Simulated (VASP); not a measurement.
Write the native input for VASP 6.6.1 that does the following.

```
Task                   : relaxation of cell and atoms
Functional             : PBE
Potentials or basis    : VASP PAW PBE potentials, release 64 (Zn)
Cutoff                 : 600 eV
k mesh                 : 18 × 18 × 18
Occupations            : fermi-dirac, width 0.1 eV
Spin                   : no spin polarisation
Target pressure        : 120 GPa
Dipole correction      : no
Further INCAR settings : ALGO = Normal; EDIFF = 1e-07; IBRION = 2; EDIFFG = -0.005; NSW = 32; ISIF = 3
```

The structure of Zn lies in POSCAR:

```
Zn
1.0
    2.1661420600      0.0000000000      0.0000000000
    0.0000000000      2.1661420600      0.0000000000
    0.0000000000      0.0000000000      2.1661420600
Zn
1
Direct
    0.0000000000      0.0000000000      0.0000000000
```

One way to write it, as run:

INCAR

```
PREC = Accurate
ENCUT = 600
EDIFF = 1E-7
ISMEAR = -1
SIGMA = 0.1
LREAL = F
LASPH = T
NELM = 80
ALGO = Normal
ISIF = 3
LWAVE = F
LCHARG = F
GGA = PE
IBRION = 2
NSW = 32
EDIFFG = -0.005
PSTRESS = 1200.0
```

KPOINTS

```
regular mesh
0
Gamma
  18 18 18
```

Potentials or basis: VASP PAW PBE potentials, release 64 (Zn).

The run is started by

```bash
$ cat potpaw_PBE.64/Zn/POTCAR > POTCAR
$ mpirun -np 1 vasp_std > vasp.out
```

It gave:

```
Relaxed volume                                         : 10.21 Å³/atom
Relaxed cell                                           : a = 2.169 Å, b = 2.169 Å, c = 2.169 Å, α = 90.00°, β = 90.00°, γ = 90.00°
Space group after relaxing (to 0.05 Å)                 : Pm-3m (No. 221)
Energy change on relaxing (the enthalpy is what falls) : -33.1 meV/atom
Ionic steps                                            : 3
Pressure after relaxing                                : 120.0 GPa
Band gap on the k mesh                                 : zero (band 6 reaches 14.91 eV, above the bottom of band 7 at 4.30 eV)
```

Caveat: the cell is relaxed towards a set pressure, so the enthalpy falls and the energy may rise.

Run time: 18 s on 1 thread of Intel(R) Xeon(R) 6975P-C (Granite Rapids) (shared host), peak memory 0.14 GiB.
